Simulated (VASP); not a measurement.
A run of VASP 6.6.1:

INCAR

```
ALGO = Normal
EDIFF = 1E-7
ENCUT = 520
GGA = PE
ISIF = 2
ISMEAR = 0
LASPH = True
LCHARG = False
LREAL = False
LWAVE = False
NBANDS = 15
NELM = 80
PREC = Accurate
SIGMA = 0.05
```

File KPOINTS:

```
k-points
0
Gamma
  6 6 4
```

File POSCAR:

```
MgI2
1.0
    4.0290891177      0.0000000000      0.0000000000
   -2.0145445589      3.4892935301      0.0000000000
    0.0000000000      0.0000000000      6.6561400000
Mg I
1 2
Direct
    0.0000000000      0.0000000000      0.0000000000
    0.3333333333      0.6666666667      0.7576300000
    0.6666666667      0.3333333333      0.2423700000
```

Potentials or basis: VASP PAW PBE potentials, release 64 (Mg, I).

The run is started by

```console
$ cat potpaw_PBE.64/Mg/POTCAR potpaw_PBE.64/I/POTCAR > POTCAR
$ mpirun -np 1 vasp_std > vasp.out
```

Hardware: 1 thread of Intel(R) Xeon(R) 6975P-C (Granite Rapids) (shared host).

How long does it take, and how much memory?

Wall time 14 s on 1 thread of Intel(R) Xeon(R) 6975P-C (Granite Rapids) (shared host), peak memory 0.21 GiB. Counts: scf iterations 12, k points 24.
